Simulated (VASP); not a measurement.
Here is a VASP 6.6.1 calculation.

INCAR

```
  PREC = Accurate
  ENCUT = 600
  EDIFF = 1E-6
  ISMEAR = 0
  SIGMA = 0.1
  LREAL = F
  LASPH = T
  NELM = 80
  ALGO = Fast
  ISIF = 3
  LWAVE = F
  LCHARG = F
  GGA = PE
  IBRION = 2
  NSW = 90
  EDIFFG = -0.04
```

KPOINTS

```
Automatic mesh
0
Gamma
  6 6 6
```

Contents of POSCAR:

```
Mg
1.0
   -2.6412619500      2.6412619500      2.6412619500
    2.6412619500     -2.6412619500      2.6412619500
    2.6412619500      2.6412619500     -2.6412619500
Mg
3
Direct
    0.0000000000      0.5000000000      0.5000000000
    0.5000000000      0.0000000000      0.5000000000
    0.5000000000      0.5000000000      0.0000000000
```

Potentials or basis: VASP PAW PBE potentials, release 64 (Mg).

The run is started by

```bash
$ cat potpaw_PBE.64/Mg/POTCAR > POTCAR
$ mpirun -np 1 vasp_std > vasp.out
```

Q: Predict the space group after relaxing (to 0.05 Å).

A: Im-3m (No. 229).

Q: Estimate the relaxed volume.

A: 32.03 Å³/atom.

Q: Estimate the band gap on the k mesh.

A: Zero (band 3 reaches 2.62 eV, above the bottom of band 4 at -0.18 eV).

Final structure:
```
Mg
1.0
    -2.88537    2.88537    2.88537
     2.88537   -2.88537    2.88537
     2.88537    2.88537   -2.88537
Mg
3
Direct
  0.00000 0.50000 0.50000
  0.50000 0.00000 0.50000
  0.50000 0.50000 0.00000
```

Caveat: the volume moved by over 15 % at a fixed basis, so the end points are rough.
